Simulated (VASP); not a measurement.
Y, 2 atoms in the cell. The structure is hexagonal, space group P6_3/mmc (No. 194). The conventional cell has a = 3.573 Å, b = 3.573 Å, c = 5.614 Å, α = 90.00°, β = 90.00°, γ = 120.00°. Within 4.6 Å of Y (site symmetry -6m2) lie 12 Y at 3.48 to 3.57 Å. 

```yaml
Program: VASP 6.6.1
Task: single point
Functional: PBE
Potentials_or_basis: VASP PAW PBE potentials, release 64 (Y_sv)
Cutoff: 520 eV
k_mesh: 9 × 9 × 5
Occupations: fermi-dirac, width 0.1 eV
Spin: no spin polarisation
Dipole_correction: no
Further_INCAR_settings: ALGO = Normal; EDIFF = 1e-06; NBANDS = 18
```

Potentials or basis: VASP PAW PBE potentials, release 64 (Y_sv).

Run with:

```bash
$ cat potpaw_PBE.64/Y_sv/POTCAR > POTCAR
$ mpirun -np 1 vasp_std > vasp.out
```

Hardware: 1 thread of Intel Xeon 8259CL, on a shared host.

Task: How long does it take, and how much memory?

Result: Wall time 95 s on 1 thread of Intel Xeon 8259CL, on a shared host, peak memory 0.2 GiB. Counts: scf iterations 14, k points 36.
